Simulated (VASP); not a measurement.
Input of a VASP 6.6.1 run:

INCAR

```
SYSTEM = TiAl
PREC = Accurate
ENCUT = 520
EDIFF = 1E-6
ISMEAR = 0
SIGMA = 0.1
LREAL = .False.
LASPH = .True.
NELM = 100
ALGO = Fast
ISIF = 2
LWAVE = .False.
LCHARG = .False.
GGA = PS
NBANDS = 14
```

The input KPOINTS:

```
regular mesh
0
Gamma
  18 18 14
  0 0 0
```

Contents of POSCAR:

```
TiAl
1.0
    2.6688773987      0.0000000000      0.0000000000
    0.0000000000      2.6688773987      0.0000000000
    0.0000000000      0.0000000000      4.1502476854
Ti Al
1 1
Direct
    0.5000000000      0.5000000000      0.5000000000
    0.0000000000      0.0000000000      0.0000000000
```

Potentials or basis: VASP PAW PBE potentials, release 64 (Ti_sv, Al).

Command:

```sh
$ cat potpaw_PBE.64/Ti_sv/POTCAR potpaw_PBE.64/Al/POTCAR > POTCAR
$ mpirun -np 1 vasp_std > vasp.out
```

Task: Predict the band gap on the k mesh.

Result: Zero (an odd number of electrons rules out a gap without spin polarisation).

Task: What does it give for the pressure?

Result: 8.9 GPa.

Stress tensor (GPa, compression positive):
```
11.27  0.00  0.00
 0.00 11.27  0.00
 0.00  0.00  4.13
```

Caveat: the cell differs from its parent crystal (biaxial strain in the a-b plane: -4.5 %); the cell stands under pressure; the PAW data sets were made with another functional, which shifts forces and pressure a little.
